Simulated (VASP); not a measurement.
# TiSi16 (a cell with a defect) in VASP: a series of runs

TiSi16 (a cell with a defect) is run at these levels: PBE; tasks: single point.

Everything below comes from runs of VASP 6.6.1. Logs are shortened: lines on timing, memory, paths and dates and some standing lists are left out, and cuts for length are marked.

**1. The cell of the first run**

The cell holds a defect, 17 atoms: a = 7.679 Å, b = 7.679 Å, c = 7.679 Å, α = 60.00°, β = 60.00°, γ = 60.00°.

**2. Single point, PBE**

Contents of INCAR:

```
PREC = Accurate ; ENCUT = 520
EDIFF = 1E-6 ; ISMEAR = 0
SIGMA = 0.02 ; LREAL = Auto
LASPH = True ; NELM = 100
ALGO = Normal ; ISIF = 2
LWAVE = False ; LCHARG = False
GGA = PE ; NBANDS = 52
```

Contents of KPOINTS:

```
regular mesh
0
Gamma
  2 2 2
```

Contents of POSCAR:

```
TiSi16
1.0
    0.0000000000      5.4300000000      5.4300000000
    5.4300000000      0.0000000000      5.4300000000
    5.4300000000      5.4300000000      0.0000000000
Si Ti
16 1
Direct
   -0.0000189687      0.0008491713      0.0004548803
    0.1249545120      0.1249858195      0.1252760589
   -0.0063798343     -0.0018026703      0.5101070902
    0.1235256906      0.1341708103      0.6266378453
   -0.0000118785      0.4987358195      0.0004159300
    0.1201203499      0.6294446593      0.1208512891
   -0.0025676796      0.5054547882      0.4917385820
    0.1233707182      0.6158965009      0.6266605893
    0.5097857274     -0.0017632597     -0.0061748619
    0.6261649171      0.1342448435      0.1239223757
    0.5009686924      0.0160725599      0.5014099448
    0.6317280847      0.1184967772      0.6319008287
    0.4910429098      0.5055169429     -0.0020093923
    0.6262216390      0.6158897790      0.1237280847
    0.5008252302      0.4820055249      0.5012036832
    0.6230808471      0.6267797422      0.6236309392
    0.3784286372      0.8715334254      0.3787476059
```

Potentials or basis: VASP PAW PBE potentials, release 64 (Si, Ti_sv).

On the command line:

```
$ cat potpaw_PBE.64/Si/POTCAR potpaw_PBE.64/Ti_sv/POTCAR > POTCAR
$ mpirun -np 1 vasp_std > vasp.out
```

OUTCAR:

```text
PREC = Accurate
   ENCUT = 520
   EDIFF = 1E-6
   ISMEAR = 0
   LREAL = Auto
   LASPH = True
   NELM = 100
   ISIF = 2
   GGA = PE

 ion  position               nearest neighbor table
   1  1.000  0.001  0.000-   6 2.33   2 2.34   4 2.34  10 2.34
   2  0.125  0.125  0.125-   5 2.34   1 2.34   3 2.41   9 2.41  17 2.75
   3  0.994  0.998  0.510-  12 2.27   8 2.40   4 2.40  17 2.41   2 2.41
   4  0.124  0.134  0.627-   7 2.33   1 2.34  11 2.37   3 2.40  17 2.77
   5  1.000  0.499  0.000-   6 2.33   2 2.34   8 2.34  14 2.34
   6  0.120  0.629  0.121-   7 2.33  13 2.33   5 2.33   1 2.33
   7  0.997  0.505  0.492-   6 2.33   4 2.33   8 2.33  16 2.35
   8  0.123  0.616  0.627-   7 2.33   5 2.34  15 2.37   3 2.40  17 2.77
   9  0.510  0.998  0.994-  12 2.27  14 2.40  10 2.40   2 2.41  17 2.41
  10  0.626  0.134  0.124-  13 2.33   1 2.34  11 2.37   9 2.40  17 2.77
  11  0.501  0.016  0.501-  12 2.28   4 2.37  10 2.37  16 2.44  17 2.45
  12  0.632  0.118  0.632-   3 2.27   9 2.27  15 2.28  11 2.28
  13  0.491  0.506  0.998-   6 2.33  10 2.33  14 2.33  16 2.35
  14  0.626  0.616  0.124-  13 2.33   5 2.34  15 2.37   9 2.40  17 2.77
  15  0.501  0.482  0.501-  12 2.28   8 2.37  14 2.37  16 2.44  17 2.44
  16  0.623  0.627  0.624-   7 2.35  13 2.35  11 2.44  15 2.44  17 2.66
  17  0.378  0.872  0.379-   3 2.41   9 2.41  15 2.44  11 2.45  16 2.66   2 2.75  10 2.77   4 2.77
                            14 2.77   8 2.77

  LATTYP: Found a face centered cubic cell.
 ALAT       =    10.8600000000

  Lattice vectors:

 A1 = (   0.0000000000,   5.4300000000,   5.4300000000)
 A2 = (   5.4300000000,   0.0000000000,   5.4300000000)
 A3 = (   5.4300000000,   5.4300000000,   0.0000000000)

Analysis of symmetry for initial positions (statically):
=====================================================================
 Subroutine PRICEL returns:
 Original cell was already a primitive cell.

 Routine SETGRP: Setting up the symmetry group for a
 face centered cubic supercell.

 Subroutine GETGRP returns: Found  1 space group operations
 (whereof  1 operations were pure point group operations)
 out of a pool of 48 trial point group operations.

The static configuration has the point symmetry C_1 .

Analysis of symmetry for dynamics (positions and initial velocities):
=====================================================================
 Subroutine PRICEL returns:
 Original cell was already a primitive cell.

 Routine SETGRP: Setting up the symmetry group for a
 face centered cubic supercell.

 Subroutine GETGRP returns: Found  1 space group operations
 (whereof  1 operations were pure point group operations)
 out of a pool of 48 trial point group operations.

The dynamic configuration has the point symmetry C_1 .

 Subroutine INISYM returns: Found  1 space group operations
 (whereof  1 operations are pure point group operations),
 and found     1 'primitive' translations

----------------------------------------------------------------------------------------

                                     Primitive cell

  volume of cell :     320.2060

  direct lattice vectors                    reciprocal lattice vectors
     0.000000000  5.430000000  5.430000000    -0.092081031  0.092081031  0.092081031
     5.430000000  0.000000000  5.430000000     0.092081031 -0.092081031  0.092081031
     5.430000000  5.430000000  0.000000000     0.092081031  0.092081031 -0.092081031

  length of vectors
     7.679179644  7.679179644  7.679179644     0.159489025  0.159489025  0.159489025

  position of ions in fractional coordinates (direct lattice)
     0.999981031  0.000849171  0.000454880
     0.124954512  0.124985819  0.125276059
     0.993620166  0.998197330  0.510107090
     0.123525691  0.134170810  0.626637845
     0.999988122  0.498735819  0.000415930
     0.120120350  0.629444659  0.120851289
[... 9 lines left out ...]
     0.623080847  0.626779742  0.623630939
     0.378428637  0.871533425  0.378747606

  ion indices of the primitive-cell ions
   primitive index   ion index
                 1           1
                 2           2
                 3           3
                 4           4
                 5           5
                 6           6
[... 9 lines left out ...]
                16          16
                17          17

----------------------------------------------------------------------------------------

 KPOINTS: regular mesh

Automatic generation of k-mesh.
 Grid dimensions read from file:
 generate k-points for:    2    2    2

 Generating k-lattice:

  Cartesian coordinates                     Fractional coordinates (reciprocal lattice)
    -0.046040516  0.046040516  0.046040516     0.500000000  0.000000000  0.000000000
     0.046040516 -0.046040516  0.046040516     0.000000000  0.500000000  0.000000000
     0.046040516  0.046040516 -0.046040516     0.000000000  0.000000000  0.500000000

  Length of vectors
     0.079744512  0.079744512  0.079744512

  Shift w.r.t. Gamma in fractional coordinates (k-lattice)
     0.000000000  0.000000000  0.000000000

 Subroutine IBZKPT returns following result:
 ===========================================

 Found      8 irreducible k-points:

 Following reciprocal coordinates:
            Coordinates               Weight
  0.000000  0.000000  0.000000      1.000000
  0.500000  0.000000  0.000000      1.000000
  0.000000  0.500000  0.000000      1.000000
  0.000000  0.000000  0.500000      1.000000
  0.500000  0.500000  0.500000      1.000000
  0.500000  0.500000  0.000000      1.000000
  0.000000  0.500000  0.500000      1.000000
  0.500000  0.000000  0.500000      1.000000
   k-points           NKPTS =      8   k-points in BZ     NKDIM =      8   number of bands    NBANDS=     52
   number of dos      NEDOS =    301   number of ions     NIONS =     17
   total plane-waves  NPLWV = 216000
   dimension x,y,z NGX =    60 NGY =   60 NGZ =   60
   dimension x,y,z NGXF=   120 NGYF=  120 NGZF=  120
   ions per type =              16   1
   NGX,Y,Z   is equivalent  to a cutoff of  12.99, 12.99, 12.99 a.u.
   NGXF,Y,Z  is equivalent  to a cutoff of  25.98, 25.98, 25.98 a.u.
 SYSTEM =  unknown system
   PREC   = accura    normal or accurate (medium, high low for compatibility)
   ISTART =      0    job   : 0-new  1-cont  2-samecut
   ICHARG =      2    charge: 1-file 2-atom 10-const
   ISPIN  =      1    spin polarized calculation?
   LNONCOLLINEAR =      F non collinear calculations
   LSORBIT =      F    spin-orbit coupling
   LASPH  =      T    aspherical Exc in radial PAW
   ENCUT  =  520.0 eV  38.22 Ry    6.18 a.u.  14.28 14.28 14.28*2*pi/ulx,y,z
   NELM   =    100;   NELMIN=  2; NELMDL= -5     # of ELM steps
   EDIFF  = 0.1E-05   stopping-criterion for ELM
   LREAL  =      T    real-space projection
   EDIFFG = 0.1E-04   stopping-criterion for IOM
   NSW    =      0    number of steps for IOM
   IBRION =     -1    ionic relax: 0-MD 1-quasi-New 2-CG
   NFREE  =      0    steps in history (QN), initial steepest desc. (CG)
   ISIF   =      2    stress and relaxation
   ISYM   =      2    0-nonsym 1-usesym 2-fastsym
   POTIM  = 0.5000    time-step for ionic-motion
   TEBEG  =    0.0;   TEEND  =   0.0 temperature during run
   PSTRESS=    0.0 pullay stress
   NELECT =      76.0000    total number of electrons
   NUPDOWN=      -1.0000    fix difference up-down
   EMIN   =  10.00;   EMAX   =-10.00  energy-range for DOS
   EFERMI =   0.00;   METHOD = LEGACY
   ISMEAR =     0;   SIGMA  =   0.02  broadening in eV -4-tet -1-fermi 0-gaus
   EFERMI_NEDOS =   21; number of points for ismear=-14 and -15
   IALGO  =     38    algorithm
   IMIX   =      4    mixing-type and parameters
     AMIX     =   0.40;   BMIX     =  1.00
     AMIX_MAG =   1.60;   BMIX_MAG =  1.00
  volume/ion in A,a.u.               =      18.84       127.11
  Fermi-wavevector in a.u.,A,eV,Ry     =   1.013607  1.915439 13.978610  1.027399
  Thomas-Fermi vector in A             =   2.146786
   LORBIT       =      0    0 simple, 1 ext, 2 COOP (PROOUT), +10 PAW based schemes
   GGA     = PE    functional components
   LHFCALC =     F    Hartree Fock is set to
   AEXX    =    0.0000 exact exchange contribution
   IVDW    =     0    specifies the selected vdW correction
   LEPSILON=     F    determine dielectric tensor
   LRPA    =     F    only Hartree local field effects (RPA)
 non-spin polarized calculation
 Gauss-broadening in eV      SIGMA  =   0.02
  energy-cutoff  :      520.00
  volume of cell :      320.21
 maximum number of plane-waves:      8646
 NGX is ok and might be reduce to    60
   NGX = 29   NGY = 29   NGZ = 29

 number of electron      76.0000003 magnetization

 Free energy of the ion-electron system (eV)
  ---------------------------------------------------
  ext. energy  EPLUGINS =         0.00000000
  ---------------------------------------------------
  free energy    TOTEN  =       -92.20716339 eV

  energy without entropy =      -92.20496181  energy(sigma->0) =      -92.20606260

 E-fermi :   6.9313     XC(G=0):  -9.7488

 val. band max:        6.9195513130   @ k =   0.5000   0.0000   0.5000
 cond. band min:       6.9422840673   @ k =   0.0000   0.0000   0.0000
 fundamental gap:      0.0227327543
 Fermi energy:         6.9312838534

 k-point     1 :       0.0000    0.0000    0.0000
  band No.  band energies     occupation
      1     -49.8303      2.00000
      2     -26.2307      2.00000
      3     -26.1917      2.00000
      4     -26.1886      2.00000
      5      -5.7159      2.00000
      6      -3.5013      2.00000
[... 42 lines left out ...]
     49       8.2041      0.00000
     50       8.4533      0.00000

 k-point     2 :       0.5000    0.0000    0.0000
  band No.  band energies     occupation
      1     -49.8303      2.00000
      2     -26.2307      2.00000
      3     -26.1917      2.00000
      4     -26.1886      2.00000
      5      -4.9995      2.00000
      6      -4.8061      2.00000
[... 310 lines left out ...]
 k-point     8 :       0.5000    0.0000    0.5000
  band No.  band energies     occupation
      1     -49.8303      2.00000
      2     -26.2307      2.00000
      3     -26.1917      2.00000
      4     -26.1886      2.00000
      5      -4.6499      2.00000
      6      -4.6359      2.00000
[... 42 lines left out ...]
     49       9.8963      0.00000
     50      10.5979      0.00000
 [bands above 50 left out]

------------------------ aborting loop because EDIFF is reached ----------------------------------------

  FORCE on cell =-STRESS in cart. coord.  units (eV):
  Direction    XX          YY          ZZ          XY          YZ          ZX
  --------------------------------------------------------------------------------------
  -------------------------------------------------------------------------------------
  Total        7.9356739      8.7068034      7.9362313     -0.0159237     -0.0066462      0.1549354
  in kB       39.7068020     43.5652122     39.7095911     -0.0796755     -0.0332547      0.7752320
  external PRESSURE =      40.9938684 kB  Pullay stress =       0.0000000 kB

 VOLUME and BASIS-vectors are now :
 -----------------------------------------------------------------------------
  energy-cutoff  :      520.00
  volume of cell :      320.21
      direct lattice vectors                 reciprocal lattice vectors
     0.000000000  5.430000000  5.430000000    -0.092081031  0.092081031  0.092081031
     5.430000000  0.000000000  5.430000000     0.092081031 -0.092081031  0.092081031
     5.430000000  5.430000000  0.000000000     0.092081031  0.092081031 -0.092081031

 POSITION                                       TOTAL-FORCE (eV/Angst)
 -----------------------------------------------------------------------------------
      0.00708      5.43237      5.43451        -0.005292      0.007477     -0.006324
      1.35892      1.35875      1.35718        -0.008087      0.003572     -0.005600
      8.19009      8.16524     10.81557         0.008134     -0.015367     -0.005353
      4.13119      4.07339      1.39929         0.001619      0.004212     -0.004068
      2.71039      5.43219      8.13807         0.009202      0.002338      0.007436
      4.07411      1.30848      4.07014         0.004215     -0.006573      0.007261
[... 9 lines left out ...]
      6.78973      6.76964      6.78674        -0.000162      0.004444     -0.000894
      6.78903      4.11147      6.78729        -0.000763     -0.011076      0.004881
 -----------------------------------------------------------------------------------
    total drift:                               -0.004978     -0.003777     -0.000086

  FREE ENERGIE OF THE ION-ELECTRON SYSTEM (eV)
  ---------------------------------------------------
  free  energy   TOTEN  =       -92.2071633907 eV

  energy  without entropy=      -92.2049618066  energy(sigma->0) =      -92.20606260
```

Wall time 3 min (1 thread of Intel Xeon Platinum 8488C (Sapphire Rapids), shared host); peak memory 0.5 GiB.

What came out:

```
Free energy            : -92.2072 eV
Pressure               : 4.1 GPa
Largest force          : 0.018 eV/Å
Band gap on the k mesh : zero (band 38 reaches 6.98 eV, above the bottom of band 39 at 6.60 eV)
```

Forces on the atoms (eV/Å):
```
Si  -0.005  0.007 -0.006
Si  -0.008  0.004 -0.006
Si   0.008 -0.015 -0.005
Si   0.002  0.004 -0.004
Si   0.009  0.002  0.007
Si   0.004 -0.007  0.007
Si  -0.006 -0.004  0.007
Si  -0.001  0.001  0.000
Si  -0.001 -0.010  0.005
Si  -0.006  0.003  0.001
Si   0.003  0.006  0.004
Si  -0.003  0.010 -0.006
Si   0.007 -0.003 -0.006
Si   0.001  0.000  0.001
Si  -0.003  0.008 -0.003
Si   0.000  0.004 -0.001
Ti  -0.001 -0.011  0.005
```

Levels at points of the mesh, in eV from the Fermi level:
| k point | band 35 | band 36 | band 37 | band 38 | band 39 | band 40 | band 41 | band 42 |
| --- | --- | --- | --- | --- | --- | --- | --- | --- |
| (0.00, 0.00, 0.00) | -0.99 | -0.97 | -0.47 | -0.42 | -0.33 | -0.20 | 0.01 | 0.25 |
| (0.50, 0.00, 0.00) | -1.37 | -1.36 | -0.29 | -0.09 | 0.13 | 0.43 | 0.50 | 0.87 |
| (0.00, 0.50, 0.00) | -1.38 | -1.36 | -0.23 | 0.05 | 0.07 | 0.44 | 0.46 | 0.76 |
| (0.00, 0.00, 0.50) | -1.37 | -1.36 | -0.29 | -0.09 | 0.13 | 0.43 | 0.50 | 0.87 |
| (0.50, 0.50, 0.50) | -1.38 | -1.36 | -0.23 | 0.05 | 0.07 | 0.44 | 0.46 | 0.76 |
| (0.50, 0.50, 0.00) | -2.01 | -1.86 | -0.66 | -0.03 | 0.55 | 0.60 | 1.11 | 1.35 |
| (0.00, 0.50, 0.50) | -2.01 | -1.86 | -0.66 | -0.03 | 0.55 | 0.60 | 1.11 | 1.35 |
| (0.50, 0.00, 0.50) | -1.97 | -1.93 | -0.72 | -0.01 | 0.58 | 0.71 | 1.09 | 1.30 |

Caveat: the k points lie up to 0.50 Å⁻¹ apart.

**3. Single point, PBE**

Contents of INCAR:

```
SYSTEM = TiSi16
ALGO = Normal
EDIFF = 1E-6
ENCUT = 520
GGA = PE
ISIF = 2
ISMEAR = 0
LASPH = .TRUE.
LCHARG = .FALSE.
LREAL = Auto
LWAVE = .FALSE.
NBANDS = 52
NELM = 60
PREC = Accurate
SIGMA = 0.02
```

Contents of KPOINTS:

```
k-points
0
G
  2 2 2
  0 0 0
```

Contents of POSCAR:

```
TiSi16
1.0
    0.0000000000      5.4300000000      5.4300000000
    5.4300000000      0.0000000000      5.4300000000
    5.4300000000      5.4300000000      0.0000000000
Si Ti
16 1
Direct
   -0.0015712707     -0.0019171271     -0.0021593002
    0.1192114180      0.1188403315      0.1198532228
   -0.0029418048     -0.0033790055      0.5012736648
    0.1215962247      0.1213516575      0.6358988029
   -0.0027498158      0.5006993554     -0.0025133517
    0.1218418969      0.6360080110      0.1216873849
   -0.0015970534      0.5033484346      0.5034248619
    0.1306901473      0.6232267956      0.6239711786
    0.5010591160     -0.0031524862     -0.0025075506
    0.6363130755      0.1215062615      0.1215819521
    0.5036297422     -0.0020050645      0.5033286372
    0.6236115101      0.1301872007      0.6239481584
    0.5036991713      0.5033260589     -0.0017426335
    0.6237343462      0.6233501842      0.1308759669
    0.5012716390      0.5007810313      0.5014707182
    0.6248269797      0.6244255064      0.6247481584
    0.2493460405      1.2490867403      0.2491616943
```

Potentials or basis: VASP PAW PBE potentials, release 64 (Si, Ti_sv).

On the command line:

```
$ cat potpaw_PBE.64/Si/POTCAR potpaw_PBE.64/Ti_sv/POTCAR > POTCAR
$ mpirun -np 1 vasp_std > vasp.out
```

Run time: 3.7 min. Hardware: 1 thread of Intel Xeon Platinum 8488C (Sapphire Rapids), shared host; peak memory 0.49 GiB.

The run converged. Its results:

- Free energy: -92.2034 eV
- Pressure: 4.0 GPa
- Largest force: 0.022 eV/Å
- Band gap on the k mesh: zero (band 38 reaches 6.97 eV, above the bottom of band 39 at 6.56 eV)

Forces on the atoms (eV/Å):
```
Si   0.002  0.001 -0.003
Si   0.002  0.003  0.006
Si   0.001  0.001 -0.001
Si   0.005  0.004  0.008
Si   0.001 -0.002 -0.002
Si   0.006  0.004  0.008
Si  -0.003 -0.006 -0.008
Si   0.002  0.001  0.002
Si  -0.004  0.001 -0.003
Si   0.004  0.006  0.009
Si  -0.004 -0.001 -0.008
Si   0.000  0.002  0.002
Si  -0.002 -0.004 -0.006
Si   0.003  0.002  0.004
Si  -0.001 -0.001 -0.002
Si   0.001  0.000  0.005
Ti  -0.014 -0.012 -0.012
```

Stress tensor (GPa, compression positive):
```
4.03 0.06 0.06
0.06 4.03 0.05
0.06 0.05 4.01
```

Levels at points of the mesh, in eV from the Fermi level:
```csv
k point,band 35,band 36,band 37,band 38,band 39,band 40
"(0.00, 0.00, 0.00)",-0.98,-0.98,-0.42,-0.42,-0.37,-0.10
"(0.50, 0.00, 0.00)",-1.37,-1.36,-0.28,0.01,0.05,0.45
"(0.00, 0.50, 0.00)",-1.37,-1.36,-0.28,0.01,0.05,0.45
"(0.00, 0.00, 0.50)",-1.37,-1.36,-0.28,0.01,0.05,0.45
"(0.50, 0.50, 0.50)",-1.36,-1.36,-0.26,0.05,0.05,0.44
"(0.50, 0.50, 0.00)",-2.00,-1.87,-0.70,-0.04,0.56,0.58
"(0.00, 0.50, 0.50)",-2.00,-1.88,-0.70,-0.04,0.56,0.59
"(0.50, 0.00, 0.50)",-2.00,-1.88,-0.70,-0.04,0.56,0.59
```

Caveat: the k points lie up to 0.50 Å⁻¹ apart.
